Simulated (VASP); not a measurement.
# MgI2 (P-3m1) in VASP: further runs

Runs on MgI2. Level: LDA. Tasks: single point.

Everything below comes from runs of VASP 6.6.1. Logs are shortened: lines on timing, memory, paths and dates and some standing lists are left out, and cuts for length are marked.

### 1 The cell of the first run

Symmetry: P-3m1, No. 164, trigonal system. The conventional cell has a = 4.077 Å, b = 4.077 Å, c = 6.689 Å, α = 90.00°, β = 90.00°, γ = 120.00°. Within 3.9 Å of Mg (site symmetry -3m) lie 6 I at 2.97 Å. I (site symmetry 3m) has 3 Mg at 2.97 Å and 3 I at 3.87 Å within 3.9 Å.

### 2 Single point, LDA

Input file INCAR:

```
  PREC = Accurate
  ENCUT = 520
  EDIFF = 1E-6
  ISMEAR = 0
  SIGMA = 0.05
  LREAL = F
  LASPH = T
  NELM = 80
  ALGO = Normal
  ISIF = 2
  LWAVE = F
  LCHARG = F
  GGA = CA
  NBANDS = 15
```

Input file KPOINTS:

```
regular mesh
0
Gamma
  6 6 4
```

Input file POSCAR:

```
MgI2
1.0
    4.0774752860      0.0000000000      0.0000000000
   -2.0387376430      3.5311971809      0.0000000000
    0.0000000000      0.0000000000      6.6885602206
Mg I
1 2
Direct
    0.0000000000      0.0000000000      0.0000000000
    0.3333333333      0.6666666667      0.7299223370
    0.6666666667      0.3333333333      0.2700776630
```

Potentials or basis: VASP PAW LDA potentials, release 64 (Mg, I).

On the command line:

```sh
$ cat potpaw_LDA.64/Mg/POTCAR potpaw_LDA.64/I/POTCAR > POTCAR
$ mpirun -np 1 vasp_std > vasp.out
```

OUTCAR:

```text
PREC = Accurate
   ENCUT = 520
   EDIFF = 1E-6
   ISMEAR = 0
   LREAL = F
   LASPH = T
   NELM = 80
   ISIF = 2
   GGA = CA

 ion  position               nearest neighbor table
   1  0.000  0.000  0.000-   2 2.97   3 2.97   2 2.97   3 2.97   3 2.97   2 2.97
   2  0.333  0.667  0.730-   1 2.97   1 2.97   1 2.97
   3  0.667  0.333  0.270-   1 2.97   1 2.97   1 2.97

  LATTYP: Found a hexagonal cell.
 ALAT       =     4.0774752860
 C/A-ratio  =     1.6403680590

  Lattice vectors:

 A1 = (   4.0774752860,   0.0000000000,   0.0000000000)
 A2 = (  -2.0387376430,   3.5311971809,   0.0000000000)
 A3 = (   0.0000000000,   0.0000000000,   6.6885602206)

Analysis of symmetry for initial positions (statically):
=====================================================================
 Subroutine PRICEL returns:
 Original cell was already a primitive cell.

 Routine SETGRP: Setting up the symmetry group for a
 hexagonal supercell.

 Subroutine GETGRP returns: Found 12 space group operations
 (whereof 12 operations were pure point group operations)
 out of a pool of 24 trial point group operations.

The static configuration has the point symmetry D_3d.

Analysis of symmetry for dynamics (positions and initial velocities):
=====================================================================
 Subroutine PRICEL returns:
 Original cell was already a primitive cell.

 Routine SETGRP: Setting up the symmetry group for a
 hexagonal supercell.

 Subroutine GETGRP returns: Found 12 space group operations
 (whereof 12 operations were pure point group operations)
 out of a pool of 24 trial point group operations.

The dynamic configuration has the point symmetry D_3d.

 Subroutine INISYM returns: Found 12 space group operations
 (whereof 12 operations are pure point group operations),
 and found     1 'primitive' translations

----------------------------------------------------------------------------------------

                                     Primitive cell

  volume of cell :      96.3044

  direct lattice vectors                    reciprocal lattice vectors
     4.077475286  0.000000000  0.000000000     0.245249800  0.141595038  0.000000000
    -2.038737643  3.531197181  0.000000000     0.000000000  0.283190077  0.000000000
     0.000000000  0.000000000  6.688560221     0.000000000  0.000000000  0.149509007

  length of vectors
     4.077475286  4.077475286  6.688560221     0.283190077  0.283190077  0.149509007

  position of ions in fractional coordinates (direct lattice)
     0.000000000  0.000000000  0.000000000
     0.333333333  0.666666667  0.729922337
     0.666666667  0.333333333  0.270077663

  ion indices of the primitive-cell ions
   primitive index   ion index
                 1           1
                 2           2
                 3           3

----------------------------------------------------------------------------------------

 KPOINTS: regular mesh

Automatic generation of k-mesh.
 Grid dimensions read from file:
 generate k-points for:    6    6    4

 Generating k-lattice:

  Cartesian coordinates                     Fractional coordinates (reciprocal lattice)
     0.040874967  0.023599173  0.000000000     0.166666667  0.000000000  0.000000000
     0.000000000  0.047198346  0.000000000     0.000000000  0.166666667  0.000000000
     0.000000000  0.000000000  0.037377252     0.000000000  0.000000000  0.250000000

  Length of vectors
     0.047198346  0.047198346  0.037377252

  Shift w.r.t. Gamma in fractional coordinates (k-lattice)
     0.000000000  0.000000000  0.000000000

 Subroutine IBZKPT returns following result:
 ===========================================

 Found     24 irreducible k-points:

 Following reciprocal coordinates:
            Coordinates               Weight
  0.000000  0.000000  0.000000      1.000000
  0.166667  0.000000  0.000000      6.000000
  0.333333  0.000000  0.000000      6.000000
  0.500000  0.000000  0.000000      3.000000
  0.166667  0.166667  0.000000      6.000000
  0.333333  0.166667  0.000000     12.000000
[... 16 lines left out ...]
  0.333333  0.166667  0.500000     12.000000
  0.333333  0.333333  0.500000      2.000000
   k-points           NKPTS =     24   k-points in BZ     NKDIM =     24   number of bands    NBANDS=     15
   number of dos      NEDOS =    301   number of ions     NIONS =      3
   total plane-waves  NPLWV =  45000
   dimension x,y,z NGX =    30 NGY =   30 NGZ =   50
   dimension x,y,z NGXF=    60 NGYF=   60 NGZF=  100
   ions per type =               1   2
   NGX,Y,Z   is equivalent  to a cutoff of  12.23, 12.23, 12.43 a.u.
   NGXF,Y,Z  is equivalent  to a cutoff of  24.46, 24.46, 24.86 a.u.
 SYSTEM =  unknown system
   PREC   = accura    normal or accurate (medium, high low for compatibility)
   ISTART =      0    job   : 0-new  1-cont  2-samecut
   ICHARG =      2    charge: 1-file 2-atom 10-const
   ISPIN  =      1    spin polarized calculation?
   LNONCOLLINEAR =      F non collinear calculations
   LSORBIT =      F    spin-orbit coupling
   LASPH  =      T    aspherical Exc in radial PAW
   ENCUT  =  520.0 eV  38.22 Ry    6.18 a.u.   7.58  7.58 12.44*2*pi/ulx,y,z
   NELM   =     80;   NELMIN=  2; NELMDL= -5     # of ELM steps
   EDIFF  = 0.1E-05   stopping-criterion for ELM
   LREAL  =      F    real-space projection
   EDIFFG = 0.1E-04   stopping-criterion for IOM
   NSW    =      0    number of steps for IOM
   IBRION =     -1    ionic relax: 0-MD 1-quasi-New 2-CG
   NFREE  =      0    steps in history (QN), initial steepest desc. (CG)
   ISIF   =      2    stress and relaxation
   ISYM   =      2    0-nonsym 1-usesym 2-fastsym
   POTIM  = 0.5000    time-step for ionic-motion
   TEBEG  =    0.0;   TEEND  =   0.0 temperature during run
   PSTRESS=    0.0 pullay stress
   NELECT =      16.0000    total number of electrons
   NUPDOWN=      -1.0000    fix difference up-down
   EMIN   =  10.00;   EMAX   =-10.00  energy-range for DOS
   EFERMI =   0.00;   METHOD = LEGACY
   ISMEAR =     0;   SIGMA  =   0.05  broadening in eV -4-tet -1-fermi 0-gaus
   EFERMI_NEDOS =   21; number of points for ismear=-14 and -15
   IALGO  =     38    algorithm
   IMIX   =      4    mixing-type and parameters
     AMIX     =   0.40;   BMIX     =  1.00
     AMIX_MAG =   1.60;   BMIX_MAG =  1.00
  volume/ion in A,a.u.               =      32.10       216.63
  Fermi-wavevector in a.u.,A,eV,Ry     =   0.899980  1.700716 11.020228  0.809964
  Thomas-Fermi vector in A             =   2.022881
   LORBIT       =      0    0 simple, 1 ext, 2 COOP (PROOUT), +10 PAW based schemes
   GGA     = CA    functional components
   LHFCALC =     F    Hartree Fock is set to
   AEXX    =    0.0000 exact exchange contribution
   IVDW    =     0    specifies the selected vdW correction
   LEPSILON=     F    determine dielectric tensor
   LRPA    =     F    only Hartree local field effects (RPA)
 non-spin polarized calculation
 Gauss-broadening in eV      SIGMA  =   0.05
  energy-cutoff  :      520.00
  volume of cell :       96.30
 maximum number of plane-waves:      2622
   NGX = 15   NGY = 15   NGZ = 25

 number of electron      16.0000000 magnetization

 Free energy of the ion-electron system (eV)
  ---------------------------------------------------
  ext. energy  EPLUGINS =         0.00000000
  ---------------------------------------------------
  free energy    TOTEN  =        -8.96889045 eV

  energy without entropy =       -8.96889045  energy(sigma->0) =       -8.96889045

 E-fermi :   3.1778     XC(G=0):  -8.8838

 val. band max:        2.9291098113   @ k =   0.0000   0.0000   0.0000
 cond. band min:       5.9597719619   @ k =   0.3333   0.3333   0.0000
 fundamental gap:      3.0306621506
 Fermi energy:         3.1777842293

 k-point     1 :       0.0000    0.0000    0.0000
  band No.  band energies     occupation
      1      -9.4491      2.00000
      2      -8.6414      2.00000
      3      -1.2085      2.00000
      4       2.4842      2.00000
      5       2.4842      2.00000
      6       2.8484      2.00000
      7       2.9291      2.00000
      8       2.9291      2.00000
      9       6.1101      0.00000
     10       7.6197      0.00000
     11       9.6980      0.00000
     12       9.6980      0.00000
     13      10.0045      0.00000
     14      11.1729      0.00000
     15      11.1729      0.00000

 k-point     2 :       0.1667    0.0000    0.0000
  band No.  band energies     occupation
      1      -9.2928      2.00000
      2      -8.5600      2.00000
      3      -0.9568      2.00000
      4       1.3802      2.00000
      5       1.8915      2.00000
      6       2.1535      2.00000
      7       2.7618      2.00000
      8       2.8568      2.00000
      9       7.0324      0.00000
     10       8.2185      0.00000
     11       8.8948      0.00000
     12       9.8211      0.00000
     13       9.8551      0.00000
     14      10.5706      0.00000
     15      11.4788      0.00000

 k-point     3 :       0.3333    0.0000    0.0000
  band No.  band energies     occupation
      1      -8.9156      2.00000
      2      -8.4173      2.00000
      3      -0.4320      2.00000
      4       0.0336      2.00000
      5       0.5750      2.00000
      6       1.6799      2.00000
      7       2.2292      2.00000
      8       2.6161      2.00000
      9       6.7938      0.00000
     10       7.8755      0.00000
     11       8.2388      0.00000
     12       9.5259      0.00000
     13       9.8746      0.00000
     14      11.6444      0.00000
     15      12.2183      0.00000
[... 343 lines left out ...]
 k-point    23 :       0.3333    0.1667    0.5000
  band No.  band energies     occupation
      1      -8.5439      2.00000
      2      -8.5052      2.00000
      3      -0.7086      2.00000
      4      -0.3946      2.00000
      5       0.9738      2.00000
      6       1.0275      2.00000
      7       2.1319      2.00000
      8       2.1841      2.00000
      9       6.6633      0.00000
     10       7.7999      0.00000
     11       8.6796      0.00000
     12       9.4607      0.00000
     13       9.9389      0.00000
     14      10.5282      0.00000
     15      12.4372      0.00000

 k-point    24 :       0.3333    0.3333    0.5000
  band No.  band energies     occupation
      1      -8.4452      2.00000
      2      -8.4452      2.00000
      3      -0.1900      2.00000
      4      -0.1629      2.00000
      5      -0.1629      2.00000
      6       0.2422      2.00000
      7       2.2975      2.00000
      8       2.2975      2.00000
      9       7.2613      0.00000
     10       7.8673      0.00000
     11       7.8673      0.00000
     12       9.4538      0.00000
     13      11.1247      0.00000
     14      11.9014      0.00000
     15      11.9092      0.00000

------------------------ aborting loop because EDIFF is reached ----------------------------------------

  FORCE on cell =-STRESS in cart. coord.  units (eV):
  Direction    XX          YY          ZZ          XY          YZ          ZX
  --------------------------------------------------------------------------------------
  -------------------------------------------------------------------------------------
  Total       -0.8599490     -0.8599490     -2.0284537     -0.0000000     -0.0000000      0.0000000
  in kB      -14.3066291    -14.3066291    -33.7465773     -0.0000000     -0.0000000      0.0000000
  external PRESSURE =     -20.7866118 kB  Pullay stress =       0.0000000 kB

 VOLUME and BASIS-vectors are now :
 -----------------------------------------------------------------------------
  energy-cutoff  :      520.00
  volume of cell :       96.30
      direct lattice vectors                 reciprocal lattice vectors
     4.077475286  0.000000000  0.000000000     0.245249800  0.141595038  0.000000000
    -2.038737643  3.531197181  0.000000000     0.000000000  0.283190077  0.000000000
     0.000000000  0.000000000  6.688560221     0.000000000  0.000000000  0.149509007

 POSITION                                       TOTAL-FORCE (eV/Angst)
 -----------------------------------------------------------------------------------
      0.00000      0.00000      0.00000         0.000000      0.000000      0.000000
     -0.00000      2.35413      4.88213        -0.000000      0.000000      0.817866
      2.03874      1.17707      1.80643         0.000000      0.000000     -0.817866
 -----------------------------------------------------------------------------------
    total drift:                                0.000000     -0.000000     -0.000000

  FREE ENERGIE OF THE ION-ELECTRON SYSTEM (eV)
  ---------------------------------------------------
  free  energy   TOTEN  =        -8.9688904466 eV

  energy  without entropy=       -8.9688904466  energy(sigma->0) =       -8.96889045
```

It took 19 s on 1 thread of Intel Xeon Platinum 8488C (Sapphire Rapids), shared host; peak memory 0.18 GiB.

What came out:

| Property | Result |
| --- | --- |
| Free energy | -8.9689 eV |
| Pressure | -2.1 GPa |
| Largest force | 0.818 eV/Å |
| Band gap on the k mesh | 3.03 eV, indirect (least direct gap 3.18 eV) |

Forces on the atoms (eV/Å):
```
Mg   0.000  0.000  0.000
I    0.000  0.000  0.818
I    0.000  0.000 -0.818
```

Stress tensor (GPa, compression positive):
```
-1.43  0.00  0.00
 0.00 -1.43  0.00
 0.00  0.00 -3.37
```

Levels at points of the mesh, in eV from the valence-band top:
| k point | band 4 | band 5 | band 6 | band 7 | band 8 | band 9 | band 10 | band 11 | band 12 | band 13 |
| --- | --- | --- | --- | --- | --- | --- | --- | --- | --- | --- |
| (0.00, 0.00, 0.00) | -0.44 | -0.44 | -0.08 | 0.00 | 0.00 | 3.18 | 4.69 | 6.77 | 6.77 | 7.08 |
| (0.50, 0.00, 0.00) | -2.92 | -2.40 | -1.44 | -1.33 | -0.44 | 3.46 | 4.77 | 4.90 | 6.39 | 7.33 |
| (0.00, 0.00, 0.50) | -2.24 | -0.26 | -0.26 | -0.19 | -0.19 | 4.63 | 4.76 | 6.47 | 6.47 | 6.74 |
| (0.50, 0.00, 0.50) | -3.63 | -1.22 | -1.10 | -1.02 | -0.98 | 3.07 | 4.47 | 5.37 | 5.53 | 7.44 |

Caveat: spin-orbit coupling is left out, which moves the levels of the heavy elements.

### 3 Single point, LDA

Input file INCAR:

```
ALGO     = Normal         # electronic algorithm
EDIFF    = 1E-7           # SCF threshold, eV
ENCUT    = 520            # plane-wave cutoff, eV
ISIF     = 2              # what is computed and relaxed
ISMEAR   = 0              # smearing method
LASPH    = T              # aspherical terms in the spheres
LCHARG   = F              # write CHGCAR
LREAL    = F              # projectors in reciprocal space
LWAVE    = F              # write WAVECAR
NBANDS   = 15             # bands
NELM     = 60             # most SCF steps
PREC     = Accurate       # precision mode
SIGMA    = 0.05           # smearing width, eV
```

Input file KPOINTS:

```
k-points
0
Gamma
  6 6 4
```

Input file POSCAR:

```
MgI2
1.0
    4.0774752860      0.0000000000      0.0000000000
   -2.0387376430      3.5311971809      0.0000000000
    0.0000000000      0.0000000000      6.6885602206
Mg I
1 2
Direct
    0.0000000000      0.0000000000      0.0000000000
    0.3333333333      0.6666666667      0.7747750392
    0.6666666667      0.3333333333      0.2252249608
```

Potentials or basis: VASP PAW LDA potentials, release 64 (Mg, I).

On the command line:

```sh
$ cat potpaw_LDA.64/Mg/POTCAR potpaw_LDA.64/I/POTCAR > POTCAR
$ mpirun -np 1 vasp_std > vasp.out
```

OUTCAR:

```text
EDIFF = 1E-7
   ENCUT = 520
   ISIF = 2
   ISMEAR = 0
   LASPH = T
   LREAL = F
   NELM = 60
   PREC = Accurate

 ion  position               nearest neighbor table
   1  0.000  0.000  0.000-   2 2.79   3 2.79   2 2.79   3 2.79   3 2.79   2 2.79
   2  0.333  0.667  0.775-   1 2.79   1 2.79   1 2.79
   3  0.667  0.333  0.225-   1 2.79   1 2.79   1 2.79

  LATTYP: Found a hexagonal cell.
[... 623 lines left out ...]
------------------------ aborting loop because EDIFF is reached ----------------------------------------

  FORCE on cell =-STRESS in cart. coord.  units (eV):
  Direction    XX          YY          ZZ          XY          YZ          ZX
  --------------------------------------------------------------------------------------
  -------------------------------------------------------------------------------------
  Total        1.3731536      1.3731536      2.4168053     -0.0000000      0.0000000      0.0000000
  in kB       22.8446095     22.8446095     40.2074288     -0.0000000      0.0000000      0.0000000
  external PRESSURE =      28.6322160 kB  Pullay stress =       0.0000000 kB

 VOLUME and BASIS-vectors are now :
 -----------------------------------------------------------------------------
  energy-cutoff  :      520.00
  volume of cell :       96.30
      direct lattice vectors                 reciprocal lattice vectors
     4.077475286  0.000000000  0.000000000     0.245249800  0.141595038  0.000000000
    -2.038737643  3.531197181  0.000000000     0.000000000  0.283190077  0.000000000
     0.000000000  0.000000000  6.688560221     0.000000000  0.000000000  0.149509007

 POSITION                                       TOTAL-FORCE (eV/Angst)
 -----------------------------------------------------------------------------------
      0.00000      0.00000      0.00000        -0.000000      0.000000     -0.000000
     -0.00000      2.35413      5.18213        -0.000000      0.000000     -0.933867
      2.03874      1.17707      1.50643         0.000000     -0.000000      0.933867
 -----------------------------------------------------------------------------------
    total drift:                                0.000000     -0.000000      0.000000

  FREE ENERGIE OF THE ION-ELECTRON SYSTEM (eV)
  ---------------------------------------------------
  free  energy   TOTEN  =        -8.9614396225 eV

  energy  without entropy=       -8.9614396224  energy(sigma->0) =       -8.96143962
```

Wall time 20 s (1 thread of Intel Xeon Platinum 8488C (Sapphire Rapids), shared host); peak memory 0.18 GiB.

Results:

| Quantity | Value |
| --- | --- |
| Free energy | -8.9614 eV |
| Pressure | 2.9 GPa |
| Largest force | 0.934 eV/Å |
| Band gap on the k mesh | 3.29 eV, indirect (least direct gap 3.77 eV) |

Forces on the atoms (eV/Å):
```
Mg   0.000  0.000  0.000
I    0.000  0.000 -0.934
I    0.000  0.000  0.934
```

Stress tensor (GPa, compression positive):
```
2.28 0.00 0.00
0.00 2.28 0.00
0.00 0.00 4.02
```

Caveat: spin-orbit coupling is left out, which moves the levels of the heavy elements. A hybrid or GW would open this gap; LDA tends to underestimate it.

[end of part 1 of 2]
